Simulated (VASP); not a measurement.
# TiO2 (Pbcn) in VASP: single point with PBEsol

Aim: the single point of TiO2 with PBEsol.

Program: VASP 6.6.1. These are calculated values, not measurements. Logs are shortened: lines on timing, memory, paths and dates and some standing lists are left out, and cuts for length are marked.

## Step 1: The cell of the first run

It takes space group Pbcn (No. 60, orthorhombic). The conventional cell has a = 4.537 Å, b = 5.495 Å, c = 4.879 Å, α = 90.00°, β = 90.00°, γ = 90.00°. Ti (site symmetry 2) has 6 O at 1.87 to 2.09 Å within 2.5 Å. O (site symmetry 1) has 3 Ti at 1.87 to 2.09 Å within 2.5 Å.

## Step 2: Single point, PBEsol

Contents of INCAR:

```
PREC = Accurate
ENCUT = 520
EDIFF = 1E-6
ISMEAR = -1
SIGMA = 0.02
LREAL = False
LASPH = True
NELM = 100
ALGO = Normal
ISIF = 2
LWAVE = False
LCHARG = True
GGA = PS
LELF = True
LVHAR = True
NBANDS = 60
```

Contents of KPOINTS:

```
regular mesh
0
Gamma
  4 6 6
```

Contents of POSCAR:

```
TiO2
1.0
    5.4953169324      0.0000000000      0.0000000000
    0.0000000000      4.5374888156      0.0000000000
    0.0000000000      0.0000000000      4.8789749353
Ti O
4 8
Direct
    0.0748807115      0.2500000000      0.2043333333
    0.4251192885      0.2500000000      0.7043333333
    0.5748807115      0.7500000000      0.2043333333
    0.9251192885      0.7500000000      0.7043333333
    0.3682122360      0.0215443678      0.3731380198
    0.1317877640      0.0215443678      0.8731380198
    0.6317877640      0.5215443678      0.5355286469
    0.8682122360      0.5215443678      1.0355286469
    0.3682122360      0.4784556322      1.0355286469
    0.1317877640      0.4784556322      0.5355286469
    0.8682122360      0.9784556322      0.3731380198
    0.6317877640      0.9784556322      0.8731380198
```

Potentials or basis: VASP PAW PBE potentials, release 64 (Ti_sv, O).

Run with:

```
> cat potpaw_PBE.64/Ti_sv/POTCAR potpaw_PBE.64/O/POTCAR > POTCAR
> mpirun -np 1 vasp_std > vasp.out
```

OUTCAR:

```text
PREC = Accurate
   ENCUT = 520
   EDIFF = 1E-6
   ISMEAR = -1
   LREAL = False
   LASPH = True
   NELM = 100
   ISIF = 2
   GGA = PS

 ion  position               nearest neighbor table
   1  0.075  0.250  0.204-   8 1.87  11 1.87   6 1.95  10 1.95   9 2.09   5 2.09
   2  0.425  0.250  0.704-   7 1.87  12 1.87   5 1.95   9 1.95  10 2.09   6 2.09
   3  0.575  0.750  0.204-   9 1.87   5 1.87  12 1.95   7 1.95   8 2.09  11 2.09
   4  0.925  0.750  0.704-  10 1.87   6 1.87  11 1.95   8 1.95   7 2.09  12 2.09
   5  0.368  0.022  0.373-   3 1.87   2 1.95   1 2.09
   6  0.132  0.022  0.873-   4 1.87   1 1.95   2 2.09
   7  0.632  0.522  0.536-   2 1.87   3 1.95   4 2.09
   8  0.868  0.522  0.036-   1 1.87   4 1.95   3 2.09
   9  0.368  0.478  0.036-   3 1.87   2 1.95   1 2.09
  10  0.132  0.478  0.536-   4 1.87   1 1.95   2 2.09
  11  0.868  0.978  0.373-   1 1.87   4 1.95   3 2.09
  12  0.632  0.978  0.873-   2 1.87   3 1.95   4 2.09

  LATTYP: Found a simple orthorhombic cell.
 ALAT       =     4.5374888156
 B/A-ratio  =     1.0752588345
 C/A-ratio  =     1.2110921163

  Lattice vectors:

 A1 = (   0.0000000000,   4.5374888156,   0.0000000000)
 A2 = (   0.0000000000,   0.0000000000,   4.8789749353)
 A3 = (   5.4953169324,   0.0000000000,   0.0000000000)

Analysis of symmetry for initial positions (statically):
=====================================================================
 Subroutine PRICEL returns:
 Original cell was already a primitive cell.

 Routine SETGRP: Setting up the symmetry group for a
 simple orthorhombic supercell.

 Subroutine GETGRP returns: Found  8 space group operations
 (whereof  1 operations were pure point group operations)
 out of a pool of  8 trial point group operations.

The static configuration has the point symmetry C_1 .
 The point group associated with its full space group is D_2h.

Analysis of symmetry for dynamics (positions and initial velocities):
=====================================================================
 Subroutine PRICEL returns:
 Original cell was already a primitive cell.

 Routine SETGRP: Setting up the symmetry group for a
 simple orthorhombic supercell.

 Subroutine GETGRP returns: Found  8 space group operations
 (whereof  1 operations were pure point group operations)
 out of a pool of  8 trial point group operations.

The dynamic configuration has the point symmetry C_1 .
 The point group associated with its full space group is D_2h.

 Subroutine INISYM returns: Found  8 space group operations
 (whereof  1 operations are pure point group operations),
 and found     1 'primitive' translations

----------------------------------------------------------------------------------------

                                     Primitive cell

  volume of cell :     121.6569

  direct lattice vectors                    reciprocal lattice vectors
     5.495316932  0.000000000  0.000000000     0.181973126  0.000000000  0.000000000
     0.000000000  4.537488816  0.000000000     0.000000000  0.220386218  0.000000000
     0.000000000  0.000000000  4.878974935     0.000000000  0.000000000  0.204961086

  length of vectors
     5.495316932  4.537488816  4.878974935     0.181973126  0.220386218  0.204961086

  position of ions in fractional coordinates (direct lattice)
     0.074880712  0.250000000  0.204333333
     0.425119288  0.250000000  0.704333333
     0.574880712  0.750000000  0.204333333
     0.925119288  0.750000000  0.704333333
     0.368212236  0.021544368  0.373138020
     0.131787764  0.021544368  0.873138020
     0.631787764  0.521544368  0.535528647
     0.868212236  0.521544368  0.035528647
     0.368212236  0.478455632  0.035528647
     0.131787764  0.478455632  0.535528647
     0.868212236  0.978455632  0.373138020
     0.631787764  0.978455632  0.873138020

  ion indices of the primitive-cell ions
   primitive index   ion index
                 1           1
                 2           2
                 3           3
                 4           4
                 5           5
                 6           6
                 7           7
                 8           8
                 9           9
                10          10
                11          11
                12          12

----------------------------------------------------------------------------------------

 KPOINTS: regular mesh

Automatic generation of k-mesh.
 Grid dimensions read from file:
 generate k-points for:    4    6    6

 Generating k-lattice:

  Cartesian coordinates                     Fractional coordinates (reciprocal lattice)
     0.045493281  0.000000000  0.000000000     0.250000000  0.000000000  0.000000000
     0.000000000  0.036731036  0.000000000     0.000000000  0.166666667  0.000000000
     0.000000000  0.000000000  0.034160181     0.000000000  0.000000000  0.166666667

  Length of vectors
     0.045493281  0.036731036  0.034160181

  Shift w.r.t. Gamma in fractional coordinates (k-lattice)
     0.000000000  0.000000000  0.000000000

 Subroutine IBZKPT returns following result:
 ===========================================

 Found     48 irreducible k-points:

 Following reciprocal coordinates:
            Coordinates               Weight
  0.000000  0.000000  0.000000      1.000000
  0.250000  0.000000  0.000000      2.000000
  0.500000  0.000000  0.000000      1.000000
  0.000000  0.166667  0.000000      2.000000
  0.250000  0.166667  0.000000      4.000000
  0.500000  0.166667  0.000000      2.000000
[... 16 lines left out ...]
  0.250000  0.500000  0.166667      4.000000
  0.500000  0.500000  0.166667      2.000000
 [... further k-points ...]
   k-points           NKPTS =     48   k-points in BZ     NKDIM =     48   number of bands    NBANDS=     60
   number of dos      NEDOS =    301   number of ions     NIONS =     12
   total plane-waves  NPLWV =  54432
   dimension x,y,z NGX =    42 NGY =   36 NGZ =   36
   dimension x,y,z NGXF=    84 NGYF=   72 NGZF=   72
   ions per type =               4   8
   NGX,Y,Z   is equivalent  to a cutoff of  12.71, 13.19, 12.27 a.u.
   NGXF,Y,Z  is equivalent  to a cutoff of  25.41, 26.38, 24.53 a.u.
 SYSTEM =  unknown system
   PREC   = accura    normal or accurate (medium, high low for compatibility)
   ISTART =      0    job   : 0-new  1-cont  2-samecut
   ICHARG =      2    charge: 1-file 2-atom 10-const
   ISPIN  =      1    spin polarized calculation?
   LNONCOLLINEAR =      F non collinear calculations
   LSORBIT =      F    spin-orbit coupling
   LASPH  =      T    aspherical Exc in radial PAW
   ENCUT  =  520.0 eV  38.22 Ry    6.18 a.u.  10.22  8.44  9.07*2*pi/ulx,y,z
   NELM   =    100;   NELMIN=  2; NELMDL= -5     # of ELM steps
   EDIFF  = 0.1E-05   stopping-criterion for ELM
   LREAL  =      F    real-space projection
   EDIFFG = 0.1E-04   stopping-criterion for IOM
   NSW    =      0    number of steps for IOM
   IBRION =     -1    ionic relax: 0-MD 1-quasi-New 2-CG
   NFREE  =      0    steps in history (QN), initial steepest desc. (CG)
   ISIF   =      2    stress and relaxation
   ISYM   =      2    0-nonsym 1-usesym 2-fastsym
   POTIM  = 0.5000    time-step for ionic-motion
   TEBEG  =    0.0;   TEEND  =   0.0 temperature during run
   PSTRESS=    0.0 pullay stress
   NELECT =      96.0000    total number of electrons
   NUPDOWN=      -1.0000    fix difference up-down
   EMIN   =  10.00;   EMAX   =-10.00  energy-range for DOS
   EFERMI =   0.00;   METHOD = LEGACY
   ISMEAR =    -1;   SIGMA  =   0.02  broadening in eV -4-tet -1-fermi 0-gaus
   EFERMI_NEDOS =   21; number of points for ismear=-14 and -15
   IALGO  =     38    algorithm
   IMIX   =      4    mixing-type and parameters
     AMIX     =   0.40;   BMIX     =  1.00
     AMIX_MAG =   1.60;   BMIX_MAG =  1.00
  volume/ion in A,a.u.               =      10.14        68.42
  Fermi-wavevector in a.u.,A,eV,Ry     =   1.512817  2.858809 31.138484  2.288614
  Thomas-Fermi vector in A             =   2.622690
   LORBIT       =      0    0 simple, 1 ext, 2 COOP (PROOUT), +10 PAW based schemes
   GGA     = PS    functional components
   LHFCALC =     F    Hartree Fock is set to
   AEXX    =    0.0000 exact exchange contribution
   IVDW    =     0    specifies the selected vdW correction
   LEPSILON=     F    determine dielectric tensor
   LRPA    =     F    only Hartree local field effects (RPA)
 non-spin polarized calculation
  energy-cutoff  :      520.00
  volume of cell :      121.66
 maximum number of plane-waves:      3306
 NGX is ok and might be reduce to    42
   NGX = 21   NGY = 17   NGZ = 19

 number of electron      96.0000007 magnetization

 Free energy of the ion-electron system (eV)
  ---------------------------------------------------
  ext. energy  EPLUGINS =         0.00000000
  ---------------------------------------------------
  free energy    TOTEN  =      -112.27947927 eV

  energy without entropy =     -112.27947927  energy(sigma->0) =     -112.27947927

 E-fermi :   5.1353     XC(G=0): -11.8809

 val. band max:        4.6234146314   @ k =   0.0000   0.0000   0.0000
 cond. band min:       7.2607138149   @ k =   0.0000   0.0000   0.5000
 fundamental gap:      2.6372991835
 Fermi energy:         5.1352893668

 k-point     1 :       0.0000    0.0000    0.0000
  band No.  band energies     occupation
      1     -51.4800      2.00000
      2     -51.4554      2.00000
      3     -51.4480      2.00000
      4     -51.4414      2.00000
      5     -28.0564      2.00000
      6     -27.9696      2.00000
[... 52 lines left out ...]
     59       9.1416      0.00000
     60       9.4199      0.00000

 k-point     2 :       0.2500    0.0000    0.0000
  band No.  band energies     occupation
      1     -51.4772      2.00000
      2     -51.4610      2.00000
      3     -51.4450      2.00000
      4     -51.4416      2.00000
      5     -28.0392      2.00000
      6     -27.9484      2.00000
[... 1383 lines left out ...]
      4     -51.4463      2.00000
      5     -28.0026      2.00000
      6     -28.0026      2.00000
[... 52 lines left out ...]
     59       8.8060      0.00000
     60       8.8060      0.00000

 [... further k-points ...]

------------------------ aborting loop because EDIFF is reached ----------------------------------------

  FORCE on cell =-STRESS in cart. coord.  units (eV):
  Direction    XX          YY          ZZ          XY          YZ          ZX
  --------------------------------------------------------------------------------------
  -------------------------------------------------------------------------------------
  Total        0.4913632      0.5853268      0.6326123      0.0000000      0.0000000      0.0000000
  in kB        6.4710729      7.7085392      8.3312715      0.0000000      0.0000000      0.0000000
  external PRESSURE =       7.5036278 kB  Pullay stress =       0.0000000 kB

 VOLUME and BASIS-vectors are now :
 -----------------------------------------------------------------------------
  energy-cutoff  :      520.00
  volume of cell :      121.66
      direct lattice vectors                 reciprocal lattice vectors
     5.495316932  0.000000000  0.000000000     0.181973126  0.000000000  0.000000000
     0.000000000  4.537488816  0.000000000     0.000000000  0.220386218  0.000000000
     0.000000000  0.000000000  4.878974935     0.000000000  0.000000000  0.204961086

 POSITION                                       TOTAL-FORCE (eV/Angst)
 -----------------------------------------------------------------------------------
      0.41149      1.13437      0.99694         0.030729     -0.000000     -0.000000
      2.33617      1.13437      3.43642        -0.030729     -0.000000     -0.000000
      3.15915      3.40312      0.99694         0.030729     -0.000000     -0.000000
      5.08382      3.40312      3.43642        -0.030729     -0.000000     -0.000000
      2.02344      0.09776      1.82053        -0.027297      0.010509     -0.000491
      0.72422      0.09776      4.26002         0.027297      0.010509     -0.000491
      3.47187      2.36650      2.61283         0.027297      0.010509      0.000491
      4.77110      2.36650      0.17334        -0.027297      0.010509      0.000491
      2.02344      2.17099      0.17334        -0.027297     -0.010509      0.000491
      0.72422      2.17099      2.61283         0.027297     -0.010509      0.000491
      4.77110      4.43973      1.82053        -0.027297     -0.010509     -0.000491
      3.47187      4.43973      4.26002         0.027297     -0.010509     -0.000491
 -----------------------------------------------------------------------------------
    total drift:                                0.000000      0.000000      0.000375

  FREE ENERGIE OF THE ION-ELECTRON SYSTEM (eV)
  ---------------------------------------------------
  free  energy   TOTEN  =      -112.2794792689 eV

  energy  without entropy=     -112.2794792689  energy(sigma->0) =     -112.27947927
```

It took 6.7 min on 1 thread of Intel Xeon Platinum 8259CL at 2.50GHz (Skylake/Cascade Lake), shared host; peak memory 0.38 GiB.

Results:

| Property | Result |
| --- | --- |
| Free energy | -112.2795 eV |
| Pressure | 0.8 GPa |
| Largest force | 0.031 eV/Å |
| Band gap on the k mesh | 2.64 eV, indirect (least direct gap 2.69 eV) |

Forces on the atoms (eV/Å):
```
Ti   0.031  0.000  0.000
Ti  -0.031  0.000  0.000
Ti   0.031  0.000  0.000
Ti  -0.031  0.000  0.000
O   -0.027  0.011  0.000
O    0.027  0.011  0.000
O    0.027  0.011  0.000
O   -0.027  0.011  0.000
O   -0.027 -0.011  0.000
O    0.027 -0.011  0.000
O   -0.027 -0.011  0.000
O    0.027 -0.011  0.000
```

Caveat: the PAW data sets were made with another functional, which shifts forces and pressure a little. As with any semilocal functional, this PBEsol gap is likely too small.
